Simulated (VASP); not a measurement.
## NaH: single point with PBE

The system is NaH.

```
CELL_PARAMETERS angstrom
0.00000 2.39751 2.31480
2.39751 0.00000 2.31480
2.39751 2.39751 0.00000
ATOMIC_POSITIONS crystal
Na 0.00000 0.00000 0.00000
H 0.50000 0.50000 0.50000
```

This cell differs from its parent crystal: uniaxial z strain -3.5%.

| Item | Value |
| --- | --- |
| Program | VASP 6.6.1 |
| Task | single point |
| Functional | PBE |
| Potentials or basis | VASP PAW PBE potentials, release 64 (Na_pv, H) |
| Cutoff | 520 eV |
| k mesh | 10 × 10 × 10 |
| Occupations | fermi-dirac, width 0.02 eV |
| Spin | no spin polarisation |

| Item | Value |
| --- | --- |
| Pressure | 1.5 GPa |
| Band gap on the k mesh | 3.84 eV (least direct gap 4.75 eV) |

Stress tensor (GPa, compression positive):
```
1.04 0.00 0.00
0.00 1.04 0.00
0.00 0.00 2.52
```

Levels at points of the mesh, in eV from the valence-band top:
| k point | band 1 | band 2 | band 3 | band 4 | band 5 | band 6 | band 7 | band 8 | band 9 |
| --- | --- | --- | --- | --- | --- | --- | --- | --- | --- |
| (0.00, 0.00, 0.00) | -22.03 | -22.03 | -22.01 | -3.81 | 10.90 | 15.97 | 15.97 | 16.15 | 17.01 |
| (0.50, 0.00, 0.00) | -22.14 | -22.04 | -22.03 | -0.91 | 3.84 | 11.15 | 13.46 | 13.99 | 16.67 |
| (0.50, 0.50, 0.00) | -22.12 | -22.07 | -22.07 | -0.10 | 5.03 | 9.99 | 10.72 | 10.72 | 12.26 |
| (0.50, 0.00, 0.50) | -22.13 | -22.06 | -22.05 | -0.27 | 4.59 | 10.36 | 11.16 | 11.20 | 12.42 |

It took 32 s on 1 thread of Intel(R) Xeon(R) Platinum 8488C (Sapphire Rapids) (shared host), peak memory 0.16 GiB.

Caveat: the cell differs from its parent crystal (uniaxial z strain -3.5%); the structure was generated, so it needn't be the stable form of NaH. A k mesh can miss the band edges.
